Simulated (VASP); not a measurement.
# C (R-3m) in VASP: a series of runs

C is run at these levels: PBE, r2SCAN; tasks: single point.

Program: VASP 6.6.1. These are calculated values, not measurements. Logs are shortened: lines on timing, memory, paths and dates and some standing lists are left out, and cuts for length are marked.

### 1 The cell of the first run

It takes space group R-3m (No. 166, trigonal). The conventional cell has a = 2.593 Å, b = 2.593 Å, c = 6.150 Å, α = 90.00°, β = 90.00°, γ = 120.00°. C (site symmetry 3m) has 4 C at 1.54 to 1.58 Å within 2.0 Å.

### 2 Single point, PBE (epitaxial 111 strain +3.0%)

INCAR reads:

```
SYSTEM = C
  PREC = Accurate
  ENCUT = 520
  EDIFF = 1E-6
  ISMEAR = -1
  SIGMA = 0.02
  LREAL = .False.
  LASPH = .True.
  NELM = 80
  ALGO = Normal
  ISIF = 2
  LWAVE = .False.
  LCHARG = .False.
  GGA = PE
  NBANDS = 11
```

KPOINTS reads:

```
regular mesh
0
Gamma
  12 12 12
  0 0 0
```

POSCAR reads:

```
C
1.0
   -0.0388188608      1.7947090060      1.7947090060
    1.7947090060     -0.0388188608      1.7947090060
    1.7947090060      1.7947090060     -0.0388188608
C
2
Direct
   -0.0000747738     -0.0000747738     -0.0000747738
    0.2500747738      0.2500747738      0.2500747738
```

Potentials or basis: VASP PAW PBE potentials, release 64 (C).

Run with:

```
$ cat potpaw_PBE.64/C/POTCAR > POTCAR
$ mpirun -np 1 vasp_std > vasp.out
```

OUTCAR:

```text
SYSTEM = C
   PREC = Accurate
   ENCUT = 520
   EDIFF = 1E-6
   ISMEAR = -1
   LREAL = .False.
   LASPH = .True.
   NELM = 80
   ISIF = 2
   GGA = PE

 ion  position               nearest neighbor table
   1  1.000  1.000  1.000-   2 1.54   2 1.58   2 1.58   2 1.58
   2  0.250  0.250  0.250-   1 1.54   1 1.58   1 1.58   1 1.58

  LATTYP: Found a trigonal (rhomboedric) cell.
 ALAT       =     2.5383986559
 COS(alpha) =     0.4782585130

  Lattice vectors:

 A1 = (  -0.0388188608,   1.7947090060,   1.7947090060)
 A2 = (   1.7947090060,  -0.0388188608,   1.7947090060)
 A3 = (   1.7947090060,   1.7947090060,  -0.0388188608)

Analysis of symmetry for initial positions (statically):
=====================================================================
 Subroutine PRICEL returns:
 Original cell was already a primitive cell.

 Routine SETGRP: Setting up the symmetry group for a
 trigonal (rhombohedral) supercell.

 Subroutine GETGRP returns: Found 12 space group operations
 (whereof  6 operations were pure point group operations)
 out of a pool of 12 trial point group operations.

The static configuration has the point symmetry C_3v.
 The point group associated with its full space group is D_3d.

Analysis of symmetry for dynamics (positions and initial velocities):
=====================================================================
 Subroutine PRICEL returns:
 Original cell was already a primitive cell.

 Routine SETGRP: Setting up the symmetry group for a
 trigonal (rhombohedral) supercell.

 Subroutine GETGRP returns: Found 12 space group operations
 (whereof  6 operations were pure point group operations)
 out of a pool of 12 trial point group operations.

The dynamic configuration has the point symmetry C_3v.
 The point group associated with its full space group is D_3d.

 Subroutine INISYM returns: Found 12 space group operations
 (whereof  6 operations are pure point group operations),
 and found     1 'primitive' translations

----------------------------------------------------------------------------------------

                                     Primitive cell

  volume of cell :      11.9365

  direct lattice vectors                    reciprocal lattice vectors
    -0.038818861  1.794709006  1.794709006    -0.269716914  0.275679760  0.275679760
     1.794709006 -0.038818861  1.794709006     0.275679760 -0.269716914  0.275679760
     1.794709006  1.794709006 -0.038818861     0.275679760  0.275679760 -0.269716914

  length of vectors
     2.538398656  2.538398656  2.538398656     0.474073701  0.474073701  0.474073701

  position of ions in fractional coordinates (direct lattice)
     0.999925226  0.999925226  0.999925226
     0.250074774  0.250074774  0.250074774

  ion indices of the primitive-cell ions
   primitive index   ion index
                 1           1
                 2           2

----------------------------------------------------------------------------------------

 KPOINTS: regular mesh

Automatic generation of k-mesh.
 Grid dimensions read from file:
 generate k-points for:   12   12   12

 Generating k-lattice:

  Cartesian coordinates                     Fractional coordinates (reciprocal lattice)
    -0.022476409  0.022973313  0.022973313     0.083333333  0.000000000  0.000000000
     0.022973313 -0.022476409  0.022973313     0.000000000  0.083333333  0.000000000
     0.022973313  0.022973313 -0.022476409     0.000000000  0.000000000  0.083333333

  Length of vectors
     0.039506142  0.039506142  0.039506142

  Shift w.r.t. Gamma in fractional coordinates (k-lattice)
     0.000000000  0.000000000  0.000000000

 Subroutine IBZKPT returns following result:
 ===========================================

 Found    189 irreducible k-points:

 Following reciprocal coordinates:
            Coordinates               Weight
  0.000000  0.000000  0.000000      1.000000
  0.083333  0.000000  0.000000      6.000000
  0.166667 -0.000000 -0.000000      6.000000
  0.250000  0.000000  0.000000      6.000000
  0.333333 -0.000000 -0.000000      6.000000
  0.416667  0.000000  0.000000      6.000000
[... 16 lines left out ...]
  0.500000  0.166667 -0.000000     12.000000
 -0.416667  0.166667 -0.000000     12.000000
 [... further k-points ...]
   k-points           NKPTS =    189   k-points in BZ     NKDIM =    189   number of bands    NBANDS=     11
   number of dos      NEDOS =    301   number of ions     NIONS =      2
   total plane-waves  NPLWV =   8000
   dimension x,y,z NGX =    20 NGY =   20 NGZ =   20
   dimension x,y,z NGXF=    40 NGYF=   40 NGZF=   40
   ions per type =               2
   NGX,Y,Z   is equivalent  to a cutoff of  13.10, 13.10, 13.10 a.u.
   NGXF,Y,Z  is equivalent  to a cutoff of  26.20, 26.20, 26.20 a.u.
 SYSTEM =  C
   PREC   = accura    normal or accurate (medium, high low for compatibility)
   ISTART =      0    job   : 0-new  1-cont  2-samecut
   ICHARG =      2    charge: 1-file 2-atom 10-const
   ISPIN  =      1    spin polarized calculation?
   LNONCOLLINEAR =      F non collinear calculations
   LSORBIT =      F    spin-orbit coupling
   LASPH  =      T    aspherical Exc in radial PAW
   ENCUT  =  520.0 eV  38.22 Ry    6.18 a.u.   4.72  4.72  4.72*2*pi/ulx,y,z
   NELM   =     80;   NELMIN=  2; NELMDL= -5     # of ELM steps
   EDIFF  = 0.1E-05   stopping-criterion for ELM
   LREAL  =      F    real-space projection
   EDIFFG = 0.1E-04   stopping-criterion for IOM
   NSW    =      0    number of steps for IOM
   IBRION =     -1    ionic relax: 0-MD 1-quasi-New 2-CG
   NFREE  =      0    steps in history (QN), initial steepest desc. (CG)
   ISIF   =      2    stress and relaxation
   ISYM   =      2    0-nonsym 1-usesym 2-fastsym
   POTIM  = 0.5000    time-step for ionic-motion
   TEBEG  =    0.0;   TEEND  =   0.0 temperature during run
   PSTRESS=    0.0 pullay stress
   NELECT =       8.0000    total number of electrons
   NUPDOWN=      -1.0000    fix difference up-down
   EMIN   =  10.00;   EMAX   =-10.00  energy-range for DOS
   EFERMI =   0.00;   METHOD = LEGACY
   ISMEAR =    -1;   SIGMA  =   0.02  broadening in eV -4-tet -1-fermi 0-gaus
   EFERMI_NEDOS =   21; number of points for ismear=-14 and -15
   IALGO  =     38    algorithm
   IMIX   =      4    mixing-type and parameters
     AMIX     =   0.40;   BMIX     =  1.00
     AMIX_MAG =   1.60;   BMIX_MAG =  1.00
  volume/ion in A,a.u.               =       5.97        40.28
  Fermi-wavevector in a.u.,A,eV,Ry     =   1.432669  2.707352 27.926518  2.052541
  Thomas-Fermi vector in A             =   2.552271
   LORBIT       =      0    0 simple, 1 ext, 2 COOP (PROOUT), +10 PAW based schemes
   GGA     = PE    functional components
   LHFCALC =     F    Hartree Fock is set to
   AEXX    =    0.0000 exact exchange contribution
   IVDW    =     0    specifies the selected vdW correction
   LEPSILON=     F    determine dielectric tensor
   LRPA    =     F    only Hartree local field effects (RPA)
 non-spin polarized calculation
  energy-cutoff  :      520.00
  volume of cell :       11.94
 maximum number of plane-waves:       331
   NGX =  9   NGY =  9   NGZ =  9

 number of electron       8.0000001 magnetization

 Free energy of the ion-electron system (eV)
  ---------------------------------------------------
  ext. energy  EPLUGINS =         0.00000000
  ---------------------------------------------------
  free energy    TOTEN  =       -18.12937258 eV

  energy without entropy =      -18.12937258  energy(sigma->0) =      -18.12937258

 E-fermi :   9.5100     XC(G=0): -12.9964

 val. band max:        9.0095278712   @ k =   0.0000   0.0000   0.0000
 cond. band min:      13.0175146905   @ k =   0.3333   0.3333  -0.0000
 fundamental gap:      4.0079868193
 Fermi energy:         9.5099606667

 k-point     1 :       0.0000    0.0000    0.0000
  band No.  band energies     occupation
      1     -11.8025      2.00000
      2       8.9904      2.00000
      3       9.0095      2.00000
      4       9.0095      2.00000
      5      14.1527      0.00000
      6      14.1527      0.00000
      7      14.9842      0.00000
      8      21.3037      0.00000
      9      27.6854      0.00000
     10      35.0105      0.00000
     11      35.0106      0.00000

 k-point     2 :       0.0833    0.0000    0.0000
  band No.  band energies     occupation
      1     -11.6197      2.00000
      2       7.7712      2.00000
      3       8.7088      2.00000
      4       8.7175      2.00000
      5      14.5453      0.00000
      6      14.8372      0.00000
      7      15.4338      0.00000
      8      21.4821      0.00000
      9      27.9821      0.00000
     10      32.8521      0.00000
     11      33.2586      0.00000

 k-point     3 :       0.1667   -0.0000   -0.0000
  band No.  band energies     occupation
      1     -11.0740      2.00000
      2       5.2867      2.00000
      3       8.0717      2.00000
      4       8.0835      2.00000
      5      15.4091      0.00000
      6      15.7975      0.00000
      7      16.4206      0.00000
      8      22.0176      0.00000
      9      28.6155      0.00000
     10      31.2406      0.00000
     11      31.8941      0.00000

 k-point     4 :       0.2500    0.0000    0.0000
  band No.  band energies     occupation
      1     -10.1750      2.00000
      2       2.5456      2.00000
      3       7.3948      2.00000
      4       7.4310      2.00000
      5      16.2423      0.00000
      6      16.5015      0.00000
      7      17.2411      0.00000
      8      22.8022      0.00000
      9      29.0393      0.00000
     10      30.7146      0.00000
     11      31.6193      0.00000
[... 239 lines left out ...]
 k-point    22 :       0.4167    0.1667   -0.0000
  band No.  band energies     occupation
      1      -7.8201      2.00000
      2      -0.5612      2.00000
      3       4.9659      2.00000
      4       5.3082      2.00000
      5      15.6332      0.00000
      6      19.3042      0.00000
      7      19.9092      0.00000
      8      21.0264      0.00000
      9      29.3102      0.00000
     10      30.7041      0.00000
     11      35.6762      0.00000

 k-point    23 :       0.5000    0.1667   -0.0000
  band No.  band energies     occupation
      1      -6.3765      2.00000
      2      -2.6246      2.00000
      3       4.2786      2.00000
      4       5.3693      2.00000
      5      16.1090      0.00000
      6      19.2477      0.00000
      7      19.8991      0.00000
      8      22.4573      0.00000
      9      28.5102      0.00000
     10      31.8730      0.00000
     11      34.9577      0.00000

 k-point    24 :      -0.4167    0.1667   -0.0000
  band No.  band energies     occupation
      1      -6.0599      2.00000
      2      -3.0054      2.00000
      3       3.7952      2.00000
      4       5.7048      2.00000
      5      16.5250      0.00000
      6      18.9185      0.00000
      7      19.8032      0.00000
      8      23.6615      0.00000
      9      27.7741      0.00000
     10      32.5135      0.00000
     11      32.9459      0.00000

 [... further k-points ...]
[... 5 lines left out ...]
  --------------------------------------------------------------------------------------
  -------------------------------------------------------------------------------------
  Total       -1.3093775     -1.3093775     -1.3093775      0.8180099      0.8180099      0.8180099
  in kB     -175.7513975   -175.7513975   -175.7513975    109.7975072    109.7975072    109.7975072
  external PRESSURE =    -175.7513975 kB  Pullay stress =       0.0000000 kB

 VOLUME and BASIS-vectors are now :
 -----------------------------------------------------------------------------
  energy-cutoff  :      520.00
  volume of cell :       11.94
      direct lattice vectors                 reciprocal lattice vectors
    -0.038818861  1.794709006  1.794709006    -0.269716914  0.275679760  0.275679760
     1.794709006 -0.038818861  1.794709006     0.275679760 -0.269716914  0.275679760
     1.794709006  1.794709006 -0.038818861     0.275679760  0.275679760 -0.269716914

 POSITION                                       TOTAL-FORCE (eV/Angst)
 -----------------------------------------------------------------------------------
      3.55033      3.55033      3.55033        -0.026626     -0.026626     -0.026626
      0.88792      0.88792      0.88792         0.026626      0.026626      0.026626
 -----------------------------------------------------------------------------------
    total drift:                               -0.000000     -0.000000     -0.000000

  FREE ENERGIE OF THE ION-ELECTRON SYSTEM (eV)
  ---------------------------------------------------
  free  energy   TOTEN  =       -18.1293725794 eV

  energy  without entropy=      -18.1293725794  energy(sigma->0) =      -18.12937258
```

Wall time 18 s (1 thread of AMD EPYC 9R45 (Zen 5), shared host); peak memory 0.09 GiB.

Results:

- Free energy: -18.1294 eV
- Pressure: -17.6 GPa
- Largest force: 0.046 eV/Å
- Band gap on the k mesh: 4.01 eV, indirect (least direct gap 5.14 eV)

Forces in eV/Å, atoms in the order of the input:
```
C   -0.027 -0.027 -0.027
C    0.027  0.027  0.027
```

Stress tensor (GPa, compression positive):
```
-17.58  10.98  10.98
 10.98 -17.58  10.98
 10.98  10.98 -17.58
```

Caveat: the cell differs from its parent crystal (epitaxial 111 strain +3.0%). A k mesh can miss the band edges.

### 3 Single point, PBE (epitaxial 111 strain +4.0%)

INCAR reads:

```
ALGO = Normal ; EDIFF = 1E-6
ENCUT = 520 ; GGA = PE
ISIF = 2 ; ISMEAR = -1
LASPH = T ; LCHARG = F
LREAL = F ; LWAVE = F
NBANDS = 11 ; NELM = 60
PREC = Accurate ; SIGMA = 0.02
```

KPOINTS reads:

```
k-points
0
Gamma
  12 12 12
```

POSCAR reads:

```
C
1.0
   -0.0516797269      1.7996493813      1.7996493813
    1.7996493813     -0.0516797269      1.7996493813
    1.7996493813      1.7996493813     -0.0516797269
C
2
Direct
   -0.0000596675     -0.0000596675     -0.0000596675
    0.2500596675      0.2500596675      0.2500596675
```

Potentials or basis: VASP PAW PBE potentials, release 64 (C).

Run with:

```
$ cat potpaw_PBE.64/C/POTCAR > POTCAR
$ mpirun -np 1 vasp_std > vasp.out
```

Run time: 19 s. Hardware: 1 thread of AMD EPYC 9R45 (Zen 5), shared host; peak memory 0.1 GiB.

Results (log left out):

| Property | Result |
| --- | --- |
| Free energy | -18.0811 eV |
| Pressure | -23.7 GPa |
| Largest force | 0.059 eV/Å |
| Band gap on the k mesh | 3.92 eV, indirect (least direct gap 4.99 eV) |

Forces in eV/Å, atoms in the order of the input:
```
C   -0.034 -0.034 -0.034
C    0.034  0.034  0.034
```

Stress tensor (GPa, compression positive):
```
-23.70  13.98  13.98
 13.98 -23.70  13.98
 13.98  13.98 -23.70
```

Levels at points of the mesh, in eV from the valence-band top:
```
           k point  band 1  band 2  band 3  band 4  band 5  band 6  band 7  band 8  band 9
(0.00, 0.00, 0.00)  -20.59   -0.06    0.00    0.00    4.99    4.99    6.03   11.97   18.46
(0.50, 0.00, 0.00)  -15.39  -12.63   -2.59   -2.44    7.80    7.82    9.08   15.02   20.73
(0.50, 0.50, 0.00)  -12.49  -12.13   -6.17   -5.61    4.08    5.14   15.61   15.76   21.70
(0.50, 0.50, 0.50)  -14.60  -12.70   -3.00   -3.00    7.01    7.93    7.93   14.97   20.97
```

Caveat: the cell differs from its parent crystal (epitaxial 111 strain +4.0%). A k mesh can miss the band edges.

(Part 1 of 2 ends here.)
